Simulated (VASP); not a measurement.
Si2W, 9 atoms in the cell. The structure is hexagonal, space group P6_222 (No. 180). Conventional cell: a = 4.617 Å, b = 4.617 Å, c = 6.653 Å, α = 90.00°, β = 90.00°, γ = 120.00°. Within 3.4 Å of W (site symmetry 222) lie 10 Si at 2.59 to 2.69 Å and 4 W at 3.20 Å. Within 3.4 Å of Si (site symmetry 2) lie 9 Si at 2.57 to 3.23 Å and 5 W at 2.59 to 2.69 Å. 

- Program: VASP 6.6.1
- Task: single point
- Functional: r2SCAN
- Potentials or basis: VASP PAW PBE potentials, release 64 (W_sv, Si)
- Cutoff: 520 eV
- k mesh: 7 × 7 × 4
- Occupations: fermi-dirac, width 0.05 eV
- Spin: no spin polarisation
- Dipole correction: no
- Further INCAR settings: ALGO = Normal; EDIFF = 1e-07; NBANDS = 43

Potentials or basis: VASP PAW PBE potentials, release 64 (W_sv, Si).

Run with:

```console
$ cat potpaw_PBE.64/W_sv/POTCAR potpaw_PBE.64/Si/POTCAR > POTCAR
$ cp INCAR.step1 INCAR
$ mpirun -np 1 vasp_std > vasp.out
$ cp INCAR.step2 INCAR
$ mpirun -np 1 vasp_std > vasp.out
```

Hardware: 1 thread of Intel(R) Xeon(R) Platinum 8375C CPU @ 2.90GHz (Ice Lake), on a shared host.

Task: How long does it take, and how much memory?

Result: Run time: 7 min on 1 thread of Intel(R) Xeon(R) Platinum 8375C CPU @ 2.90GHz (Ice Lake), with other jobs on the host, peak memory 0.31 GiB. Counts: k points 24.
